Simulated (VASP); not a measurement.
# MgScC2N2: relaxation of cell and atoms with PBE

MgScC2N2:

```xyz
6
Lattice="3.0720 -1.6271 0.0000 3.0720 1.6271 0.0000 -2.9117 0.0000 7.0280" Properties=species:S:1:pos:R:3 pbc="T T T"
Mg    0.0000    0.0000    0.0000
Sc    1.6161    0.0000    3.5140
C    -0.9844    0.0000    5.6628
C     4.2167    0.0000    1.3652
N    -0.2475    0.0000    4.6461
N     3.4798    0.0000    2.3818
```

```json
{
  "Program": "VASP 6.6.1",
  "Task": "relaxation of cell and atoms",
  "Functional": "PBE",
  "Potentials or basis": "VASP PAW PBE potentials, release 64 (Mg, Sc_sv, C, N)",
  "Cutoff": "600 eV",
  "k mesh": "6 × 6 × 4",
  "Occupations": "gaussian, width 0.1 eV",
  "Spin": "no spin polarisation",
  "Dipole correction": "no",
  "Further INCAR settings": "ALGO = Normal; EDIFF = 1e-06; IBRION = 2; EDIFFG = -0.04; NSW = 90; ISIF = 3"
}
```

| Property | Result |
| --- | --- |
| Relaxed volume | 11.66 Å³/atom |
| Relaxed cell | a = 3.474 Å, b = 3.474 Å, c = 7.566 Å, α = 110.08°, β = 110.08°, γ = 56.25° |
| Space group after relaxing (to 0.1 Å) | C2/m (No. 12) |
| Energy gained by relaxing | 0.7 meV/atom |
| Ionic steps | 9 |
| Pressure after relaxing | 0.1 GPa |
| Largest force after relaxing | 0.023 eV/Å |
| Band gap on the k mesh | zero (an odd number of electrons rules out a gap without spin polarisation) |

Forces in eV/Å, atoms in the order of the input:
```
Mg   0.000  0.000  0.000
Sc   0.000  0.000  0.000
C   -0.013  0.000 -0.019
C    0.013  0.000  0.019
N    0.004  0.000 -0.013
N   -0.004  0.000  0.013
```

Stress tensor (GPa, compression positive):
```
0.37 0.00 0.05
0.00 0.01 0.00
0.05 0.00 0.04
```

Step by step:
```
step  energy change (eV)  largest force (eV/Å)  pressure (GPa)  volume (Å³)
   1              0.0000                0.1879            0.34        70.26
   2              0.0101                0.8312           -1.84        70.51
   3             -0.0005                0.0876           -0.05        70.30
   4             -0.0017                0.0611           -0.19        70.34
   5             -0.0029                0.0445           -0.49        70.42
   6             -0.0038                0.1241           -0.04        70.20
   7             -0.0039                0.1635            0.23        70.08
   8             -0.0042                0.0859            0.17        70.01
   9             -0.0043                0.0229            0.14        69.95
```

Final structure:
```
Mg Sc C N
1.0
     3.06406   -1.63790   -0.00920
     3.06406    1.63790   -0.00920
    -2.92533    0.00000    6.97810
Mg Sc C N
1 1 2 2
Direct
  0.00000 0.00000 0.00000
  0.50000 0.50000 0.50000
  0.21704 0.21704 0.80532
  0.78296 0.78296 0.19468
  0.27309 0.27309 0.66208
  0.72691 0.72691 0.33792
```

Levels at points of the mesh, in eV from the Fermi level:
```csv
k point,band 14,band 15,band 16,band 17,band 18,band 19
"(0.00, 0.00, 0.00)",-4.32,-1.16,0.24,0.65,1.18,2.51
"(0.50, 0.00, 0.00)",-4.66,-1.58,-0.52,0.23,1.42,2.49
"(0.50, 0.50, 0.00)",-4.27,-1.46,0.85,1.81,1.97,2.16
"(0.00, 0.00, 0.50)",-4.62,-0.45,-0.27,0.49,1.20,2.12
"(0.50, 0.00, 0.50)",-5.17,-1.90,0.22,0.75,1.14,2.46
"(0.50, 0.50, 0.50)",-4.50,-0.20,-0.09,1.57,1.88,2.56
```

Run time: 11 min on 1 thread of Oxide Virtual Turin-like Processor (shared host), peak memory 0.27 GiB.

Caveat: the k points lie up to 0.37 Å⁻¹ apart in the final cell, too coarse for converged energies and pressures of a metal; an odd number of electrons without spin polarisation forces a metal; a magnetic or distorted state may lie lower.
